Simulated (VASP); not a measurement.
Runs of VASP 6.6.1 on Al. The structure is that of space group Fm-3m (No. 225), or close to it. The cells are those of the table. 

```csv
level,cell,k mesh,cutoff (eV),smearing,gap on the mesh (eV),pressure (GPa)
r2SCAN,"a = 2.867 Å, angles 60.0°, 1 atom",14 × 14 × 14,550,fermi-dirac 0.1 eV,none,-4.2
r2SCAN,"a = 2.809 Å, angles 60.0°, 1 atom",14 × 14 × 14,550,fermi-dirac 0.1 eV,none,(b)
PBE,"a = 2.857 Å, angles 60.0°, 1 atom",46 × 46 × 46,500,fermi-dirac 0.0612256 eV,none,0.0
PBE,"a = 2.876 Å, angles 60.0°, 1 atom",46 × 46 × 46,500,fermi-dirac 0.0612256 eV,none,-1.5
PBE,"a = 2.838 Å, angles 60.0°, 1 atom",46 × 46 × 46,500,fermi-dirac 0.0612256 eV,none,(c)
r2SCAN,"a = 2.779 Å, angles 60.0°, 1 atom",14 × 14 × 14,550,fermi-dirac 0.1 eV,none,4.4
PBE,"a = 2.799 Å, angles 60.0°, 1 atom",46 × 46 × 46,500,fermi-dirac 0.0612256 eV,none,5.5
PBE,"a = 2.913 Å, angles 60.0°, 1 atom",46 × 46 × 46,500,fermi-dirac 0.0612256 eV,none,(a)
r2SCAN,"a = 2.895 Å, angles 60.0°, 1 atom",14 × 14 × 14,550,fermi-dirac 0.1 eV,none,-6.2
r2SCAN,"a = 2.838 Å, angles 60.0°, 1 atom",14 × 14 × 14,550,fermi-dirac 0.1 eV,none,-1.8
```

Alike in all rows: task single point; potentials or basis VASP PAW PBE potentials, release 64 (Al); no spin polarisation.

Estimate the missing entries.

(a) -4.0; (b) 1.0; (c) 1.6.

Caveats: the PAW data sets were made with another functional, which shifts forces and pressure a little (at least some runs); the cell stands under tension (at least some runs); the cell stands under pressure (at least some runs).

A gap of «none» marks levels without a gap at the run's occupations.
